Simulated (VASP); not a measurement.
# MoS2 in VASP: relaxation of the atoms with PBEsol

Aim: the relaxation of the atoms of MoS2 with PBEsol.

Everything below comes from runs of VASP 6.6.1. Logs are shortened: lines on timing, memory, paths and dates and some standing lists are left out, and cuts for length are marked.

## (1) The cell of the first run

The cell holds a slab with vacuum, 6 atoms: a = 3.142 Å, b = 3.142 Å, c = 35.453 Å, α = 90.00°, β = 90.00°, γ = 120.00°.

## (2) Relaxation of the atoms, PBEsol

Input file INCAR:

```
SYSTEM = MoS2
PREC = Accurate ; ENCUT = 450
EDIFF = 1E-7 ; ISMEAR = 0
SIGMA = 0.05 ; LREAL = .False.
LASPH = .True. ; NELM = 120
ALGO = Normal ; ISIF = 2
LWAVE = .False. ; LCHARG = .False.
LDIPOL = .True. ; IDIPOL = 3
DIPOL = 0.5 0.5 0.500 ; GGA = PS
IBRION = 2 ; NSW = 80
EDIFFG = -0.02 ; GGA_COMPAT = .False.
NELMIN = 4 ; NELMDL = -8
```

Input file KPOINTS:

```
Automatic mesh
0
Gamma
  9 9 1
  0 0 0
```

Input file POSCAR:

```
MoS2
1.0
    3.1415002209      0.0000000000      0.0000000000
   -1.5707501104      2.7206189973      0.0000000000
    0.0000000000      0.0000000000     35.4534793489
S Mo
4 2
Direct
    0.3333333333      0.6666666667      0.2115448226
    0.3333333333      0.6666666667      0.2994395631
    0.3333333333      0.6666666667      0.7005604369
    0.3333333333      0.6666666667      0.7884551774
    0.0000000000      0.0000000000      0.2554921928
    0.0000000000      0.0000000000      0.7445078072
```

Potentials or basis: VASP PAW PBE potentials, release 64 (S, Mo_sv).

Run with:

```sh
> cat potpaw_PBE.64/S/POTCAR potpaw_PBE.64/Mo_sv/POTCAR > POTCAR
> mpirun -np 1 vasp_std > vasp.out
```

OUTCAR:

```text
SYSTEM = MoS2
   PREC = Accurate
   ENCUT = 450
   EDIFF = 1E-7
   ISMEAR = 0
   LREAL = .False.
   LASPH = .True.
   NELM = 120
   ISIF = 2
   GGA = PS
   IBRION = 2
   NSW = 80
   EDIFFG = -0.02
   NELMIN = 4
   NELMDL = -8

 ion  position               nearest neighbor table
   1  0.333  0.667  0.212-   5 2.39   5 2.39   5 2.39
   2  0.333  0.667  0.299-   5 2.39   5 2.39   5 2.39
   3  0.333  0.667  0.701-   6 2.39   6 2.39   6 2.39
   4  0.333  0.667  0.788-   6 2.39   6 2.39   6 2.39
   5  0.000  0.000  0.255-   1 2.39   1 2.39   1 2.39   2 2.39   2 2.39   2 2.39
   6  0.000  0.000  0.745-   4 2.39   4 2.39   4 2.39   3 2.39   3 2.39   3 2.39

  LATTYP: Found a hexagonal cell.
 ALAT       =     3.1415002209
 C/A-ratio  =    11.2855250218

  Lattice vectors:

 A1 = (   3.1415002209,   0.0000000000,   0.0000000000)
 A2 = (  -1.5707501104,   2.7206189973,   0.0000000000)
 A3 = (   0.0000000000,   0.0000000000,  35.4534793489)

Analysis of symmetry for initial positions (statically):
=====================================================================
 Subroutine PRICEL returns:
 Original cell was already a primitive cell.

 Routine SETGRP: Setting up the symmetry group for a
 hexagonal supercell.

 Subroutine GETGRP returns: Found 12 space group operations
 (whereof 12 operations were pure point group operations)
 out of a pool of 24 trial point group operations.

The static configuration has the point symmetry D_3h.

Analysis of symmetry for dynamics (positions and initial velocities):
=====================================================================
 Subroutine PRICEL returns:
 Original cell was already a primitive cell.

 Routine SETGRP: Setting up the symmetry group for a
 hexagonal supercell.

 Subroutine GETGRP returns: Found 12 space group operations
 (whereof 12 operations were pure point group operations)
 out of a pool of 24 trial point group operations.

The dynamic configuration has the point symmetry D_3h.

 Subroutine INISYM returns: Found 12 space group operations
 (whereof 12 operations are pure point group operations),
 and found     1 'primitive' translations

----------------------------------------------------------------------------------------

                                     Primitive cell

[... 91 lines left out ...]
   ISIF   =      2    stress and relaxation
   ISYM   =      2    0-nonsym 1-usesym 2-fastsym
   POTIM  = 0.5000    time-step for ionic-motion
   TEBEG  =    0.0;   TEEND  =   0.0 temperature during run
   PSTRESS=    0.0 pullay stress
   NELECT =      52.0000    total number of electrons
   NUPDOWN=      -1.0000    fix difference up-down
   EMIN   =  10.00;   EMAX   =-10.00  energy-range for DOS
   EFERMI =   0.00;   METHOD = LEGACY
   ISMEAR =     0;   SIGMA  =   0.05  broadening in eV -4-tet -1-fermi 0-gaus
   EFERMI_NEDOS =   21; number of points for ismear=-14 and -15
   IALGO  =     38    algorithm
   IMIX   =      4    mixing-type and parameters
     AMIX     =   0.40;   BMIX     =  1.00
     AMIX_MAG =   1.60;   BMIX_MAG =  1.00
  volume/ion in A,a.u.               =      50.50       340.81
  Fermi-wavevector in a.u.,A,eV,Ry     =   0.909749  1.719176 11.260759  0.827642
  Thomas-Fermi vector in A             =   2.033830
   LORBIT       =      0    0 simple, 1 ext, 2 COOP (PROOUT), +10 PAW based schemes
   GGA     = PS    functional components
   LHFCALC =     F    Hartree Fock is set to
   AEXX    =    0.0000 exact exchange contribution
   IVDW    =     0    specifies the selected vdW correction
   LEPSILON=     F    determine dielectric tensor
   LRPA    =     F    only Hartree local field effects (RPA)
 conjugate gradient relaxation of ions
 non-spin polarized calculation
 Gauss-broadening in eV      SIGMA  =   0.05
  energy-cutoff  :      450.00
  volume of cell :      303.01
 maximum number of plane-waves:      6699
 NGX is ok and might be reduce to    24
   NGX = 11   NGY = 11   NGZ =123

 number of electron      52.0000000 magnetization

 dipolmoment           0.000000      0.000000      0.000000 electrons x Angstroem

 Free energy of the ion-electron system (eV)
  ---------------------------------------------------
  ext. energy  EPLUGINS =         0.00000000
  ---------------------------------------------------
  free energy    TOTEN  =       -46.84839567 eV

  energy without entropy =      -46.84839567  energy(sigma->0) =      -46.84839567

 E-fermi :  -1.1309     XC(G=0):  -4.3657

 val. band max:       -1.4590432240   @ k =   0.3333   0.3333   0.0000
 cond. band min:       0.3486810156   @ k =   0.3333   0.3333   0.0000
 fundamental gap:      1.8077242396
 Fermi energy:        -1.1308718370

 k-point     1 :       0.0000    0.0000    0.0000
  band No.  band energies     occupation
      1     -62.1566      2.00000
      2     -62.1566      2.00000
      3     -36.3691      2.00000
      4     -36.3691      2.00000
      5     -36.1059      2.00000
      6     -36.1059      2.00000
[... 397 lines left out ...]
     30       1.6062      0.00000
     31       2.2644      0.00000

------------------------ aborting loop because EDIFF is reached ----------------------------------------

 vacuum level on the upper side and lower side of the slab       (xc-potential included)        -0.082        -0.082

  FORCE on cell =-STRESS in cart. coord.  units (eV):
  Direction    XX          YY          ZZ          XY          YZ          ZX
  --------------------------------------------------------------------------------------
  -------------------------------------------------------------------------------------
  Total       -0.0986941     -0.0986941     -0.0772874     -0.0000000      0.0000000      0.0000000
  in kB       -0.5218410     -0.5218410     -0.4086537     -0.0000000      0.0000000      0.0000000
  external PRESSURE =      -0.4841119 kB  Pullay stress =       0.0000000 kB

 VOLUME and BASIS-vectors are now :
 -----------------------------------------------------------------------------
  energy-cutoff  :      450.00
  volume of cell :      303.01
      direct lattice vectors                 reciprocal lattice vectors
     3.141500221  0.000000000  0.000000000     0.318319252  0.183781706  0.000000000
    -1.570750110  2.720618997  0.000000000     0.000000000  0.367563411  0.000000000
     0.000000000  0.000000000 35.453479349     0.000000000  0.000000000  0.028205976

 POSITION                                       TOTAL-FORCE (eV/Angst)
 -----------------------------------------------------------------------------------
     -0.00000      1.81375      7.50000         0.000000     -0.000000     -0.001524
     -0.00000      1.81375     10.61617        -0.000000      0.000000      0.002083
     -0.00000      1.81375     24.83730        -0.000000      0.000000     -0.002083
     -0.00000      1.81375     27.95348         0.000000      0.000000      0.001524
      0.00000      0.00000      9.05809         0.000000     -0.000000      0.000656
      0.00000      0.00000     26.39539         0.000000      0.000000     -0.000656
 -----------------------------------------------------------------------------------
    total drift:                                0.000000     -0.000000      0.000000

  FREE ENERGIE OF THE ION-ELECTRON SYSTEM (eV)
  ---------------------------------------------------
  free  energy   TOTEN  =       -46.8483956743 eV

  energy  without entropy=      -46.8483956743  energy(sigma->0) =      -46.84839567

 reached required accuracy - stopping structural energy minimisation

 vacuum level on the upper side and lower side of the slab         4.410         4.410
```

It took 2.5 min on 1 thread of Intel Xeon Platinum 8488C (Sapphire Rapids), shared host; peak memory 0.39 GiB.

Results:

```yaml
Free_energy: -46.8484 eV
Band_gap_on_the_k_mesh: 1.81 eV
```

Forces on the atoms (eV/Å):
```
S    0.000  0.000 -0.002
S    0.000  0.000  0.002
S    0.000  0.000 -0.002
S    0.000  0.000  0.002
Mo   0.000  0.000  0.001
Mo   0.000  0.000 -0.001
```

Final structure:
```xyz
6
Lattice="3.1415 0.0000 0.0000 -1.5708 2.7206 0.0000 0.0000 0.0000 35.4535" Properties=species:S:1:pos:R:3 pbc="T T T"
S     0.0000    1.8137    7.5000
S     0.0000    1.8137   10.6162
S     0.0000    1.8137   24.8373
S     0.0000    1.8137   27.9535
Mo    0.0000    0.0000    9.0581
Mo    0.0000    0.0000   26.3954
```

Caveat: the relaxation stopped at its first step, so nothing moved; the PAW data sets were made with another functional, which shifts forces and pressure a little.
